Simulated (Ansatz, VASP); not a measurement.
NaHF2: VASP beside Ansatz

File POSCAR:

```
NaHF2
1.0
    1.7135624000      0.9893257100      4.5712872300
   -1.7135624000      0.9893257100      4.5712872300
    0.0000000000     -1.9786514200      4.5712872300
Na H F
1 1 2
Direct
    0.0000000000      0.0000000000      0.0000000000
    0.5000000000      0.5000000000      0.5000000000
    0.4171989800      0.4171989800      0.4171989800
    0.5828010200      0.5828010200      0.5828010200
```

File INCAR.step1:

```
ALGO = Normal ; EDIFF = 1E-5
ENCUT = 520 ; GGA = PE
ISIF = 2 ; ISMEAR = -1
LASPH = T ; LCHARG = F
LREAL = F ; LWAVE = T
NBANDS = 19 ; NELM = 60
PREC = Accurate ; SIGMA = 0.02
```

Contents of INCAR.step2:

```
ALGO = Normal ; EDIFF = 1E-6
ENCUT = 520 ; GGA = PE
HFSCREEN = 0.2079 ; ISIF = 2
ISMEAR = -1 ; ISTART = 1
LASPH = T ; LCHARG = F
LHFCALC = T ; LREAL = F
LWAVE = F ; NBANDS = 19
NELM = 60 ; PREC = Accurate
PRECFOCK = Normal ; SIGMA = 0.02
```

The input KPOINTS:

```
k-points
0
Gamma
  4 4 4
```

Input for Ansatz:

```yaml
crystal:
  lattice:
    - [1.7135624, 0.98932571, 4.57128723]
    - [-1.7135624, 0.98932571, 4.57128723]
    - [0.0, -1.97865142, 4.57128723]
  atoms:
    - { symbol: Na, position: [0.0, 0.0, 0.0] }
    - { symbol: H, position: [0.5, 0.5, 0.5] }
    - { symbol: F, position: [0.41719898, 0.41719898, 0.41719898] }
    - { symbol: F, position: [0.58280102, 0.58280102, 0.58280102] }
  symmetry: { tolerance: 0.0003 }
hamiltonian:
  xc: hse06
  pseudopotentials: { kind: paw, azcp: { folder: soft_1 } }
basis:
  ecutwfc: 420
magnetization:
  spin_polarized: false
scf:
  occupations: { method: fermi_dirac, width: 0.02 }
kpoints:
  mp_grid: { grid: [4, 4, 4], shift: [0, 0, 0] }
  band_path:
    path:
      - [0.0, 0.0, 0.0]
      - [0.5, 0.5, 0.5]
      - [0.80210777, 0.19789223, 0.5]
      - [0.5, -0.19789223, 0.19789223]
      - [0.5, 0.0, 0.0]
      - [0.0, 0.0, 0.0]
      - [0.34894612, -0.34894612, 0.0]
      - [0.65105388, 0.0, 0.34894612]
      - [0.5, 0.0, 0.5]
      - [0.0, 0.0, 0.0]
    npoints: 1
output:
  forces: true
  stress: true
  eigenvalues: true
  bader: true
  populations: true
  elf: true
  write_potential: true
  write_density: true
  volumetric_format: npy
  dos:
    e_range: [-12, 8]
    de: 0.05
    projected: { site_lists: { F: [F], H: [H], Na: [Na] } }
```

Alike in both runs: task single point; functional HSE06; k mesh 4 × 4 × 4; occupations fermi-dirac, width 0.02 eV; no spin polarisation.

|  | VASP | Ansatz |
| --- | --- | --- |
| version | VASP 6.6.1 | Ansatz 0.2.0 |
| potentials or method | VASP PAW PBE potentials, release 64 (Na_pv, H, F), cutoff 520 eV | PAW plane waves |
| valence electrons in the cell | 22 | 24 |

```csv
,VASP,Ansatz,Ansatz less VASP
gap on the k mesh at the Fermi level (eV),9.20,9.22,+0.026
pressure (GPa),0.8,0.7,-0.09
"traceless stress, the component that is largest in VASP (GPa)",-0.60,-1.03,-0.437
rms of the force components (eV/Å),0.064,0.089,+0.0253
```

Atom by atom the forces differ by 0.025 eV/Å (rms over components). VASP's potentials hold 22 valence electrons a cell and Ansatz's 24, so a difference there can come from the potentials and not from the codes. Ansatz's warnings: stress exchange threshold loose, stress scf threshold loose.

The k mesh is coarse, so the values compare programs but aren't converged.
